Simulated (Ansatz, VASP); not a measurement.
## Two plane-wave programs on CuO

```
CELL_PARAMETERS angstrom
3.20382 0.00000 0.00000
-1.59257 2.77996 0.00000
0.00000 0.00000 15.00000
ATOMIC_POSITIONS crystal
Cu 0.97874 0.98260 0.50216
O 0.67601 0.33989 0.49784
```

Change from the starting cell: species swapped into a sheet of the BN type.

Alike in both runs: task single point; functional PBE; k mesh 6 × 6 × 1; occupations gaussian, width 0.1 eV; collinear spin.

```csv
,VASP,Ansatz
version,VASP 6.6.1,Ansatz 0.2.0
potentials or method,"VASP PAW PBE potentials, release 64 (Cu, O), cutoff 520 eV","scalar-relativistic, plane waves, PAW"
valence electrons in the cell,17,25
```

VASP gave:

| Property | Result |
| --- | --- |
| gap on the k mesh at the Fermi level (eV) | none |
| rms of the force components (eV/Å) | 0.714 |
| net moment per atom (μB) | 0.11 |
| size of the moment on the site where the two differ most (μB) | 0.08 |

Problem. Estimate Ansatz's values.

Solution. gap on the k mesh at the Fermi level (eV): none; rms of the force components (eV/Å): 0.690; net moment per atom (μB): 0.11; size of the moment on the site where the two differ most (μB): 0.08.

Site moments also hang on the region over which each program counts them. Atom by atom the forces differ by 0.025 eV/Å (rms over components). A gap of «none» marks a metal or a gap that the smearing closes. VASP's potentials hold 17 valence electrons a cell and Ansatz's 25, so a difference there can come from the potentials and not from the codes. Ansatz's warnings: slab cell height set.

The k mesh is coarse, so the values compare programs but aren't converged.
